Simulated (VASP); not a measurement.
# Al (a cell with a defect) in VASP: single point with PBE

Aim: the single point of Al (a cell with a defect) with PBE.

All numbers are computed with VASP 6.6.1; they aren't measurements. Logs are shortened: lines on timing, memory, paths and dates and some standing lists are left out, and cuts for length are marked.

### 1 The cell of the first run

The cell holds a defect, 23 atoms: a = 7.924 Å, b = 7.924 Å, c = 7.924 Å, α = 80.41°, β = 70.53°, γ = 60.00°.

### 2 Single point, PBE

INCAR reads:

```
PREC = Accurate ; ENCUT = 400
EDIFF = 1E-6 ; ISMEAR = 0
SIGMA = 0.1 ; LREAL = F
LASPH = T ; NELM = 120
ALGO = Normal ; ISIF = 2
LWAVE = F ; LCHARG = F
GGA = PE ; NBANDS = 52
GGA_COMPAT = F
```

KPOINTS reads:

```
Automatic mesh
0
Gamma
  4 4 4
```

POSCAR reads:

```
Al
1.0
    3.2350204435      3.2350204435     -6.4700408869
    6.4700408869     -3.2350204435     -3.2350204435
   -3.2350204435     -3.2350204435     -6.4700408869
Al
23
Direct
    0.0318796543      0.6960371264      0.8840707655
    0.4337204946      0.6455166832      0.7317116047
    0.7681257744      0.7845945266      0.6728387928
    0.3692145395     -0.0164851096      0.8780786087
    0.7276282714      0.1355262945      0.8001989617
    0.0934240103      0.3447487745      0.7628706814
    0.4629058846      0.3327153626      0.5741617503
    0.8298972542      0.4027660276      0.5627894110
    0.1650585139      0.6904035711      0.4966562122
    0.5660468866      0.6184940822      0.3370341143
    0.9000995669      0.7087454438      0.2942400262
    0.1312939153      1.0065259422      0.6529997374
    0.5030764705     -0.0158429705      0.4622214994
    0.8504513747      0.0626742047      0.4224712869
    0.2097706218      0.3463387696      0.3659767444
    0.5953291333      0.2799387770      0.1845837640
    0.9590179220      0.3473376298      0.1701402695
    0.2900819639      0.6592185028      0.1159052181
    0.6936517216      0.5515371637     -0.0462755963
    0.2460682544     -0.0116158977      0.2687542522
    0.6335812614     -0.0886460137      0.0831778360
    0.3275183579      0.3371537684     -0.0265292759
   -0.0170083675      0.0156506997      0.0394233212
```

Potentials or basis: VASP PAW PBE potentials, release 64 (Al).

Started as:

```bash
cat potpaw_PBE.64/Al/POTCAR > POTCAR
mpirun -np 1 vasp_std > vasp.out
```

OUTCAR:

```text
PREC = Accurate
   ENCUT = 400
   EDIFF = 1E-6
   ISMEAR = 0
   LREAL = F
   LASPH = T
   NELM = 120
   ISIF = 2
   GGA = PE

 ion  position               nearest neighbor table
   1  0.032  0.696  0.884-  21 2.75  23 2.80  22 2.80   2 2.84   6 2.85   3 2.85   9 2.89  18 3.06
                            11 3.07  12 3.08   5 3.21  19 3.27
   2  0.434  0.646  0.732-   8 2.71  12 2.80   7 2.83   4 2.84   1 2.84  18 2.87  19 2.89  10 2.96
                            22 3.13   9 3.13   3 3.22  13 3.29
   3  0.768  0.785  0.673-   9 2.73  19 2.75   4 2.75  13 2.80   1 2.85  14 2.89  11 2.89   5 2.95
                             8 3.04   2 3.22  21 3.23   6 3.27
   4  0.369  0.984  0.878-   3 2.75  23 2.79   6 2.83   2 2.84  21 2.85  22 2.85  20 2.92  12 2.93
                            13 3.11  18 3.12  19 3.20
   5  0.728  0.136  0.800-  22 2.69  12 2.70  21 2.76   8 2.84  14 2.88   7 2.89  23 2.94   3 2.95
                            16 3.09   1 3.21
   6  0.093  0.345  0.763-  19 2.73   7 2.77  12 2.80   4 2.83   8 2.84   1 2.85  22 2.85  15 2.97
                            17 3.04   3 3.27   9 3.33
   7  0.463  0.333  0.574-  14 2.70   6 2.77   9 2.77   2 2.83  13 2.88   5 2.89  16 2.94  15 2.95
                            10 2.96  22 2.98   8 3.19
   8  0.830  0.403  0.563-   2 2.71  15 2.73   5 2.84   6 2.84  10 2.90  17 2.97  14 2.99  12 2.99
                             3 3.04  11 3.09  19 3.14   7 3.19
   9  0.165  0.690  0.497-   3 2.73   7 2.77  10 2.79  12 2.83  18 2.86  14 2.88  15 2.89   1 2.89
[... 15 lines left out ...]
  17  0.959  0.347  0.170-  10 2.75  22 2.78  20 2.80  19 2.84  23 2.88  15 2.90  11 2.95   8 2.97
                            14 3.02   6 3.04  16 3.15
  18  0.290  0.659  0.116-  19 2.74  11 2.79  23 2.79  22 2.80   9 2.86  16 2.87   2 2.87  20 2.87
                             1 3.06  15 3.09  10 3.10   4 3.12
  19  0.694  0.552  0.954-   6 2.73  18 2.74   3 2.75  16 2.83  17 2.84   2 2.89  10 2.91  21 2.95
                             8 3.14   4 3.20   1 3.27
  20  0.246  0.988  0.269-  21 2.72  14 2.74  17 2.80  18 2.87  10 2.88  12 2.88  15 2.91  13 2.91
                             4 2.92   9 2.93  23 3.10
  21  0.634  0.911  0.083-  20 2.72   1 2.75   5 2.76  11 2.81   4 2.85  13 2.89  10 2.95  19 2.95
                            16 3.00  23 3.17  22 3.20   3 3.23
  22  0.328  0.337  0.973-   5 2.69  17 2.78   1 2.80  18 2.80   4 2.85   6 2.85  15 2.94  16 2.94
                             7 2.98   2 3.13  21 3.20
  23  0.983  0.016  0.039-  16 2.68   4 2.79  18 2.79   1 2.80  17 2.88  14 2.88  12 2.89   5 2.94
                            11 3.08  20 3.10  21 3.17

  LATTYP: Found a base centered monoclinic cell.
 ALAT       =     7.9241493940
 B/A-ratio  =     1.7320508076
 C/A-ratio  =     1.0000000000
 COS(beta)  =    -0.3333333333

  Lattice vectors:

 A1 = (   3.2350204434,  -6.4700408870,   3.2350204434)
 A2 = (  -6.4700408869,   3.2350204435,   3.2350204435)
 A3 = (  -3.2350204435,  -3.2350204435,  -6.4700408869)

Analysis of symmetry for initial positions (statically):
=====================================================================
 Subroutine PRICEL returns:
 Original cell was already a primitive cell.

 Routine SETGRP: Setting up the symmetry group for a
 base centered monoclinic supercell.

 Subroutine GETGRP returns: Found  1 space group operations
 (whereof  1 operations were pure point group operations)
 out of a pool of  4 trial point group operations.

The static configuration has the point symmetry C_1 .

Analysis of symmetry for dynamics (positions and initial velocities):
=====================================================================
 Subroutine PRICEL returns:
 Original cell was already a primitive cell.

 Routine SETGRP: Setting up the symmetry group for a
 base centered monoclinic supercell.

 Subroutine GETGRP returns: Found  1 space group operations
 (whereof  1 operations were pure point group operations)
 out of a pool of  4 trial point group operations.

The dynamic configuration has the point symmetry C_1 .

 Subroutine INISYM returns: Found  1 space group operations
 (whereof  1 operations are pure point group operations),
 and found     1 'primitive' translations

----------------------------------------------------------------------------------------

                                     Primitive cell

  volume of cell :     406.2677

  direct lattice vectors                    reciprocal lattice vectors
     3.235020443  3.235020443 -6.470040887     0.025759755  0.128798774 -0.077279264
     6.470040887 -3.235020443 -3.235020443     0.103039019 -0.103039019  0.000000000
    -3.235020443 -3.235020443 -6.470040887    -0.077279264 -0.077279264 -0.077279264

  length of vectors
     7.924149394  7.924149394  7.924149394     0.152396764  0.145719178  0.133851612

  position of ions in fractional coordinates (direct lattice)
[... 64 lines left out ...]

  Length of vectors
     0.038099191  0.036429795  0.033462903

  Shift w.r.t. Gamma in fractional coordinates (k-lattice)
     0.000000000  0.000000000  0.000000000

 Subroutine IBZKPT returns following result:
 ===========================================

 Found     36 irreducible k-points:

 Following reciprocal coordinates:
            Coordinates               Weight
  0.000000  0.000000  0.000000      1.000000
  0.250000  0.000000  0.000000      2.000000
 -0.250000 -0.250000  0.000000      2.000000
  0.500000  0.000000  0.000000      1.000000
  0.500000  0.500000 -0.000000      1.000000
  0.000000  0.250000  0.000000      2.000000
[... 16 lines left out ...]
 -0.000000  0.500000  0.250000      2.000000
  0.250000  0.500000  0.250000      2.000000
 [... further k-points ...]
   k-points           NKPTS =     36   k-points in BZ     NKDIM =     36   number of bands    NBANDS=     52
   number of dos      NEDOS =    301   number of ions     NIONS =     23
   total plane-waves  NPLWV = 157464
   dimension x,y,z NGX =    54 NGY =   54 NGZ =   54
   dimension x,y,z NGXF=   108 NGYF=  108 NGZF=  108
   ions per type =              23
   NGX,Y,Z   is equivalent  to a cutoff of  11.33, 11.33, 11.33 a.u.
   NGXF,Y,Z  is equivalent  to a cutoff of  22.66, 22.66, 22.66 a.u.
 SYSTEM =  unknown system
   PREC   = accura    normal or accurate (medium, high low for compatibility)
   ISTART =      0    job   : 0-new  1-cont  2-samecut
   ICHARG =      2    charge: 1-file 2-atom 10-const
   ISPIN  =      1    spin polarized calculation?
   LNONCOLLINEAR =      F non collinear calculations
   LSORBIT =      F    spin-orbit coupling
   LASPH  =      T    aspherical Exc in radial PAW
   ENCUT  =  400.0 eV  29.40 Ry    5.42 a.u.  12.92 12.92 12.92*2*pi/ulx,y,z
   NELM   =    120;   NELMIN=  2; NELMDL= -5     # of ELM steps
   EDIFF  = 0.1E-05   stopping-criterion for ELM
   LREAL  =      F    real-space projection
   EDIFFG = 0.1E-04   stopping-criterion for IOM
   NSW    =      0    number of steps for IOM
   IBRION =     -1    ionic relax: 0-MD 1-quasi-New 2-CG
   NFREE  =      0    steps in history (QN), initial steepest desc. (CG)
   ISIF   =      2    stress and relaxation
   ISYM   =      2    0-nonsym 1-usesym 2-fastsym
   POTIM  = 0.5000    time-step for ionic-motion
   TEBEG  =    0.0;   TEEND  =   0.0 temperature during run
   PSTRESS=    0.0 pullay stress
   NELECT =      69.0000    total number of electrons
   NUPDOWN=      -1.0000    fix difference up-down
   EMIN   =  10.00;   EMAX   =-10.00  energy-range for DOS
   EFERMI =   0.00;   METHOD = LEGACY
   ISMEAR =     0;   SIGMA  =   0.10  broadening in eV -4-tet -1-fermi 0-gaus
   EFERMI_NEDOS =   21; number of points for ismear=-14 and -15
   IALGO  =     38    algorithm
   IMIX   =      4    mixing-type and parameters
     AMIX     =   0.40;   BMIX     =  1.00
     AMIX_MAG =   1.60;   BMIX_MAG =  1.00
  volume/ion in A,a.u.               =      17.66       119.20
  Fermi-wavevector in a.u.,A,eV,Ry     =   0.906610  1.713244 11.183191  0.821941
  Thomas-Fermi vector in A             =   2.030318
   LORBIT       =      0    0 simple, 1 ext, 2 COOP (PROOUT), +10 PAW based schemes
   GGA     = PE    functional components
   LHFCALC =     F    Hartree Fock is set to
   AEXX    =    0.0000 exact exchange contribution
   IVDW    =     0    specifies the selected vdW correction
   LEPSILON=     F    determine dielectric tensor
   LRPA    =     F    only Hartree local field effects (RPA)
 non-spin polarized calculation
 Gauss-broadening in eV      SIGMA  =   0.10
  energy-cutoff  :      400.00
  volume of cell :      406.27
 maximum number of plane-waves:      7418
 NGX is ok and might be reduce to    54
   NGX = 25   NGY = 25   NGZ = 25

 number of electron      69.0000000 magnetization

 Free energy of the ion-electron system (eV)
  ---------------------------------------------------
  ext. energy  EPLUGINS =         0.00000000
  ---------------------------------------------------
  free energy    TOTEN  =       -84.46993904 eV

  energy without entropy =      -84.42934710  energy(sigma->0) =      -84.44964307

 E-fermi :   7.2820     XC(G=0):  -9.9404

 val. band max:        7.2819349812   @ k =   0.2500  -0.0000   0.5000
 cond. band min:       7.2904427911   @ k =  -0.0000   0.5000   0.2500
 fundamental gap:      0.0085078100
 Fermi energy:         7.2819962486

 k-point     1 :       0.0000    0.0000    0.0000
  band No.  band energies     occupation
      1      -3.3945      2.00000
      2      -0.8077      2.00000
      3      -0.7460      2.00000
      4      -0.3601      2.00000
      5      -0.2532      2.00000
      6      -0.0730      2.00000
[... 1165 lines left out ...]
     45       9.2440      0.00000
     46       9.2887      0.00000

 [... further k-points ...]

 [bands above 46 left out]

------------------------ aborting loop because EDIFF is reached ----------------------------------------

  FORCE on cell =-STRESS in cart. coord.  units (eV):
  Direction    XX          YY          ZZ          XY          YZ          ZX
  --------------------------------------------------------------------------------------
  -------------------------------------------------------------------------------------
  Total       -9.1623345     -2.3347796     -5.0352146      0.1425076     -3.5452622     -2.3736241
  in kB      -36.1330309     -9.2075512    -19.8571187      0.5619998    -13.9812694     -9.3607401
  external PRESSURE =     -21.7325669 kB  Pullay stress =       0.0000000 kB

 VOLUME and BASIS-vectors are now :
 -----------------------------------------------------------------------------
  energy-cutoff  :      400.00
  volume of cell :      406.27
      direct lattice vectors                 reciprocal lattice vectors
     3.235020443  3.235020443 -6.470040887     0.025759755  0.128798774 -0.077279264
     6.470040887 -3.235020443 -3.235020443     0.103039019 -0.103039019  0.000000000
    -3.235020443 -3.235020443 -6.470040887    -0.077279264 -0.077279264 -0.077279264

 POSITION                                       TOTAL-FORCE (eV/Angst)
 -----------------------------------------------------------------------------------
      1.74653     -5.00855     -8.17793         0.003203      0.005277     -0.014726
      3.21251     -3.05227     -9.62865         0.019307     -0.002724      0.020110
      5.38461     -2.22992    -11.86128         0.002131     -0.004932     -0.013280
      4.71720     -4.82788    -11.25173         0.000468      0.000476      0.005170
      0.64209     -0.67320    -10.32353         0.024958     -0.042479     -0.048102
      0.06486     -3.28094     -6.65553         0.004028     -0.006498     -0.015540
[... 15 lines left out ...]
      0.09173     -3.18037     -9.50815        -0.009722     -0.003359      0.005346
      3.15372      3.00183     -6.66570         0.000305      0.008440     -0.019003
 -----------------------------------------------------------------------------------
    total drift:                                0.000003      0.000006      0.000014

  FREE ENERGIE OF THE ION-ELECTRON SYSTEM (eV)
  ---------------------------------------------------
  free  energy   TOTEN  =       -84.4699390407 eV

  energy  without entropy=      -84.4293471018  energy(sigma->0) =      -84.44964307
```

Wall time 15 min (1 thread of Oxide Virtual Turin-like, shared host); peak memory 0.56 GiB.

Results:

```
Free energy            : -84.4699 eV
Pressure               : -2.2 GPa
Largest force          : 0.069 eV/Å
Band gap on the k mesh : zero (an odd number of electrons rules out a gap without spin polarisation)
```

Forces in eV/Å, atoms in the order of the input:
```
Al   0.003  0.005 -0.015
Al   0.019 -0.003  0.020
Al   0.002 -0.005 -0.013
Al   0.000  0.000  0.005
Al   0.025 -0.042 -0.048
Al   0.004 -0.006 -0.016
Al  -0.013 -0.003 -0.009
Al   0.010 -0.010  0.003
Al   0.001 -0.006  0.003
Al   0.003  0.011  0.016
Al  -0.002 -0.001 -0.002
Al   0.012 -0.007  0.008
Al   0.001  0.017  0.003
Al   0.001 -0.005 -0.013
Al  -0.007 -0.001 -0.004
Al  -0.031  0.009 -0.003
Al   0.001 -0.002  0.007
Al   0.002  0.002 -0.002
Al  -0.015  0.020  0.040
Al   0.002  0.003  0.007
Al  -0.009  0.020  0.027
Al  -0.010 -0.003  0.005
Al   0.000  0.008 -0.019
```

Stress tensor (GPa, compression positive):
```
-3.61  0.06 -0.94
 0.06 -0.92 -1.40
-0.94 -1.40 -1.99
```
